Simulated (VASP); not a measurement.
# Si3Ni7 in VASP: further runs, part 2 of 2

VASP 6.6.1. Earlier steps stand in the parts before.

### 3 Single point, PBE

Contents of INCAR:

```
SYSTEM = Si3Ni7
PREC = Accurate ; ENCUT = 400
EDIFF = 1E-6 ; ISMEAR = -1
SIGMA = 0.0862 ; LREAL = Auto
LASPH = .TRUE. ; NELM = 120
ALGO = Normal ; ISIF = 2
LWAVE = .FALSE. ; LCHARG = .FALSE.
GGA = PE ; NBANDS = 98
ISYM = -1 ; GGA_COMPAT = .FALSE.
```

Contents of KPOINTS:

```
explicit points
1
Reciprocal
  0.25000000   0.25000000   0.25000000 1
```

Contents of POSCAR:

```
Si3Ni7
1.0
    6.3191000000      0.0520890000     -0.0979460000
    0.0520890000      6.2804780000      0.1071670000
   -0.0979460000      0.1071670000      6.3162060000
Ni Si
14 6
Direct
    0.2613511877      0.1473695920      0.7220879348
    0.4358850630      0.6267720693      0.3303068196
    0.5951233575      0.3526861871      0.6590067885
    0.4131322320      0.2092732213      0.3497204598
    0.0797007473      0.4404909276      0.4335932486
    0.2106028144      0.3823709673     -0.0016379843
    0.7898791600      0.7037103945      0.5119144265
    0.9629155943      0.6888589915      0.1390348540
    0.6793956990      0.9686712582      0.2447622035
    0.8357368715      0.1004520760      0.5486320326
    0.1646334000      0.8816250558      0.4210777911
    0.3135796437      0.9112874549      0.0511830883
    0.3680936799      0.6363828581      0.7360925312
    0.7160759553      0.4100328845      0.2486755152
    0.5029274048      0.9012254046      0.5783747561
    0.9381961969      0.3661328077      0.7798693092
    0.9808546733      0.1015296346      0.1944780087
    0.5853497339      0.6943419961      1.0120380995
    0.5298484069      0.1733977204      0.9746205267
    1.0272232732      0.8338783501      0.7844983475
```

Potentials or basis: VASP PAW PBE potentials, release 64 (Ni, Si).

Launch:

```bash
$ cat potpaw_PBE.64/Ni/POTCAR potpaw_PBE.64/Si/POTCAR > POTCAR
$ mpirun -np 1 vasp_std > vasp.out
```

Wall time 2 min (1 thread of AMD EPYC 7R43 (Zen 3), shared host); peak memory 0.22 GiB.

The run converged. Its results:

- Free energy: -112.8854 eV
- Pressure: -5.9 GPa
- Largest force: 2.304 eV/Å

Forces in eV/Å, atoms in the order of the input:
```
Ni  -0.383 -0.431 -0.961
Ni  -1.127 -0.404  0.377
Ni   0.112  0.233  0.084
Ni  -1.353  0.173 -0.166
Ni   0.629 -0.449  0.170
Ni  -0.439  0.250  2.235
Ni   0.899 -0.835  0.689
Ni  -0.140  0.872 -1.000
Ni  -1.086 -1.074 -1.461
Ni   1.412 -0.242  0.809
Ni  -0.445 -0.536  0.917
Ni  -1.712 -0.215  0.022
Ni  -1.390 -0.183  0.322
Ni   0.869 -1.212 -0.502
Si   0.508  1.752 -0.999
Si  -0.131  0.252 -0.594
Si   1.778  1.459 -0.141
Si   1.322 -1.086  0.251
Si   0.530  1.536  0.149
Si   0.147  0.139 -0.199
```

Stress tensor (GPa, compression positive):
```
-3.12 -2.22 -1.20
-2.22 -7.45  1.13
-1.20  1.13 -7.05
```

Levels at points of the mesh, in eV from the Fermi level:
| k point | band 79 | band 80 | band 81 | band 82 | band 83 | band 84 | band 85 | band 86 |
| --- | --- | --- | --- | --- | --- | --- | --- | --- |
| (0.25, 0.25, 0.25) | -0.27 | -0.24 | -0.22 | -0.11 | 0.08 | 0.18 | 0.37 | 0.63 |

Caveat: the atoms stand as in a frame of molecular dynamics. Spin polarisation is off, so any magnetic state and its effect on volume and gap are missing.

### 4 Single point, PBE

Contents of INCAR:

```
SYSTEM = Si3Ni7
PREC = Accurate
ENCUT = 400
EDIFF = 1E-6
ISMEAR = -1
SIGMA = 0.0862
LREAL = Auto
LASPH = .TRUE.
NELM = 120
ALGO = Normal
ISIF = 2
LWAVE = .FALSE.
LCHARG = .TRUE.
GGA = PE
LELF = .TRUE.
LVHAR = .TRUE.
NBANDS = 98
ISYM = -1
GGA_COMPAT = .FALSE.
```

KPOINTS is that of step 3.

Contents of POSCAR:

```
Si3Ni7
1.0
    6.3191000000      0.0520890000     -0.0979460000
    0.0520890000      6.2804780000      0.1071670000
   -0.0979460000      0.1071670000      6.3162060000
Ni Si
14 6
Direct
    0.2838472317      0.1518555189      0.7418275782
    0.4043766814      0.6088698092      0.3295602340
    0.5818917022      0.3579883500      0.6778848611
    0.3968584009      0.2134233845      0.3499880702
    0.0838899583      0.4374943650      0.4245571989
    0.1905316659      0.3789880452      0.0523324924
    0.7748452969      0.6720181993      0.5564359084
    0.9548568958      0.6861635242      0.1255567547
    0.6765857665      0.9433836121      0.1902479555
    0.8695212868      0.1164068384      0.6058387203
    0.1720871185      0.8642058668      0.4793287133
    0.2354522711      0.9532932475      0.1008263554
    0.3453534766      0.6740194071      0.7375201749
    0.7253410944      0.3277033131      0.2574137509
    0.5566470568      0.9622928468      0.5738497628
    0.9921583815      0.4323083445      0.7661725657
    1.0212119097      0.1266996311      0.2916181965
    0.5641229454      0.6183527687      1.0090833920
    0.4795486030      0.2123313892      1.0233670259
    1.0285884307      0.8426974773      0.7947585563
```

Launch:

```bash
$ cat potpaw_PBE.64/Ni/POTCAR potpaw_PBE.64/Si/POTCAR > POTCAR
$ mpirun -np 1 vasp_std > vasp.out
```

Wall time 1.9 min (1 thread of AMD EPYC 7R43 (Zen 3), shared host); peak memory 0.21 GiB.

It converged, with:

| Item | Value |
| --- | --- |
| Free energy | -112.6165 eV |
| Pressure | -1.6 GPa |
| Largest force | 3.418 eV/Å |

Forces on the atoms (eV/Å):
```
Ni  -1.564 -0.618 -0.823
Ni   0.860  0.135  0.023
Ni   0.608  0.525  0.422
Ni  -1.034 -0.488  1.975
Ni   0.289  0.942  0.744
Ni  -1.103  1.016  0.353
Ni   0.517  0.167 -0.413
Ni  -0.473 -0.096 -0.204
Ni  -0.541 -0.516  0.870
Ni   0.592  0.127  0.245
Ni  -0.554  0.018 -1.532
Ni   0.624 -1.327 -1.218
Ni   0.634 -0.654  0.496
Ni   0.545  1.723  0.228
Si  -0.977 -0.491 -0.177
Si  -0.848 -0.324  0.014
Si  -0.939 -0.005 -1.157
Si   1.263  0.397  0.642
Si   2.766 -0.888 -1.801
Si  -0.668  0.358  1.312
```

Stress tensor (GPa, compression positive):
```
 0.34 -3.45 -0.01
-3.45 -4.85 -1.66
-0.01 -1.66 -0.45
```

Levels at points of the mesh, in eV from the Fermi level:
```tsv
k point	band 78	band 79	band 80	band 81	band 82	band 83	band 84	band 85	band 86	band 87
(0.25, 0.25, 0.25)	-0.44	-0.38	-0.27	-0.16	-0.11	0.08	0.16	0.41	0.69	0.91
```

Caveat: the atoms stand as in a frame of molecular dynamics. Spin polarisation is off, so any magnetic state and its effect on volume and gap are missing.

### 5 Single point, PBE

Contents of INCAR:

```
SYSTEM = Si3Ni7
ALGO = Normal
EDIFF = 1E-6
ENCUT = 400
GGA = PE
GGA_COMPAT = .FALSE.
ISIF = 2
ISMEAR = -1
ISYM = -1
LASPH = .TRUE.
LCHARG = .TRUE.
LELF = .TRUE.
LREAL = Auto
LVHAR = .TRUE.
LWAVE = .FALSE.
NBANDS = 98
NELM = 120
PREC = Accurate
SIGMA = 0.05
```

KPOINTS is that of step 4.

Contents of POSCAR:

```
Si3Ni7
1.0
    6.3191000000      0.0520890000     -0.0979460000
    0.0520890000      6.2804780000      0.1071670000
   -0.0979460000      0.1071670000      6.3162060000
Ni Si
14 6
Direct
    0.2477309349      0.1486001398      0.7533945573
    0.4448373921      0.5958907768      0.3324619584
    0.6034530916      0.3670894166      0.7090310140
    0.3834564370      0.1970695057      0.3928769385
    0.1086671996      0.4631188919      0.4557337831
    0.1958869651      0.3899808084      0.0524373764
    0.7896748553      0.6822802085      0.5272871990
    0.9519980753      0.6705754140      0.1136099500
    0.6704139477      0.9364648822      0.2371132659
    0.8616052640      0.1119649324      0.5986968828
    0.1590616649      0.8638299403      0.4394421890
    0.2372548975      0.9402342602      0.0700312946
    0.3619477166      0.6509968892      0.7576480165
    0.7251823134      0.3772824971      0.2697897240
    0.5161252810      0.9151680423      0.5831626760
    0.9458909436      0.4349633261      0.7812189025
    0.0075907654      0.1456925057      0.2329730943
    0.6199926214      0.6250182022      0.0115160069
    0.5191683066      0.1877076233     -0.0024406430
    0.0052074876      0.8674274688      0.8025755419
```

Launch:

```bash
$ cat potpaw_PBE.64/Ni/POTCAR potpaw_PBE.64/Si/POTCAR > POTCAR
$ mpirun -np 1 vasp_std > vasp.out
```

It took 2.3 min on 1 thread of AMD EPYC 7R43 (Zen 3), shared host; peak memory 0.22 GiB.

The run converged. Its results:

```
Free energy   : -114.0015 eV
Pressure      : -7.4 GPa
Largest force : 1.695 eV/Å
```

Forces in eV/Å, atoms in the order of the input:
```
Ni  -0.017  0.317 -1.003
Ni  -1.006  0.963  0.373
Ni  -0.346  0.091 -0.729
Ni   0.242  0.384 -1.128
Ni  -0.045 -0.489 -0.126
Ni   0.642 -0.128  0.501
Ni   0.605  0.382  0.180
Ni   0.186  0.584  0.178
Ni  -0.028  0.587 -0.364
Ni  -0.295  0.314 -1.290
Ni  -0.390 -0.369  0.687
Ni   0.906 -0.568  0.374
Ni  -1.185  0.339 -0.143
Ni   0.469 -1.541  0.529
Si   0.276  0.338 -0.292
Si   0.834 -0.477  0.317
Si  -0.340  0.031  0.923
Si  -0.957  0.429 -0.263
Si   0.009 -0.311  1.323
Si   0.440 -0.875 -0.047
```

Stress tensor (GPa, compression positive):
```
-5.71 -2.94 -0.71
-2.94 -8.80 -4.14
-0.71 -4.14 -7.71
```

Levels at points of the mesh, in eV from the Fermi level:
| k point | band 78 | band 79 | band 80 | band 81 | band 82 | band 83 | band 84 | band 85 | band 86 | band 87 |
| --- | --- | --- | --- | --- | --- | --- | --- | --- | --- | --- |
| (0.25, 0.25, 0.25) | -0.43 | -0.34 | -0.27 | -0.25 | -0.10 | 0.10 | 0.24 | 0.32 | 0.59 | 0.90 |

Caveat: the atoms stand as in a frame of molecular dynamics. Spin polarisation is off, so any magnetic state and its effect on volume and gap are missing.

### 6 Overview

```tsv
cell	smearing	pressure (GPa)	largest force (eV/Å)
as given, atomic positions A	fermi-dirac 0.0862 eV	-4.9	3.42
as given, atomic positions B	fermi-dirac 0.0862 eV	-5.9	2.30
as given, atomic positions C	fermi-dirac 0.0862 eV	-1.6	3.42
as given, atomic positions D	fermi-dirac 0.05 eV	-7.4	1.70
```

Alike in all rows: task single point; level PBE; potentials or basis VASP PAW PBE potentials, release 64 (Ni, Si); no spin polarisation; k mesh 1 × 1 × 1, shifted; cutoff (eV) 400.

Caveats: the atoms stand as in a frame of molecular dynamics.

Absolute energies hang on the potentials; compare differences alone.
